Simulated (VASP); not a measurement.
La, 1 atom in the cell. Symmetry: P6/mmm, No. 191, hexagonal system. The conventional cell has a = 2.578 Å, b = 2.578 Å, c = 2.568 Å, α = 90.00°, β = 90.00°, γ = 120.00°. La (site symmetry 6/mmm) has 8 La at 2.57 to 2.58 Å within 3.4 Å. 

```yaml
Program: VASP 6.6.1
Task: relaxation of shape and atoms at fixed volume
Functional: PBE
Potentials_or_basis: VASP PAW PBE potentials, release 64 (La)
Cutoff: 600 eV
k_mesh: 12 × 12 × 11
Occupations: fermi-dirac, width 0.08 eV
Spin: no spin polarisation
Dipole_correction: no
Further_INCAR_settings: ALGO = Normal; EDIFF = 1e-06; IBRION = 2; EDIFFG = -0.005; NSW = 50; ISIF = 4
```

Potentials or basis: VASP PAW PBE potentials, release 64 (La).

Launch:

```bash
$ cat potpaw_PBE.64/La/POTCAR > POTCAR
$ mpirun -np 1 vasp_std > vasp.out
```

Hardware: 1 thread of Intel Xeon 8259CL (shared host).

Q: Estimate the wall time of this run.

A: Wall time 2.1 min on 1 thread of Intel Xeon 8259CL, with other jobs on the host, peak memory 0.18 GiB. Counts: scf iterations 45, k points 114, ion steps 5.
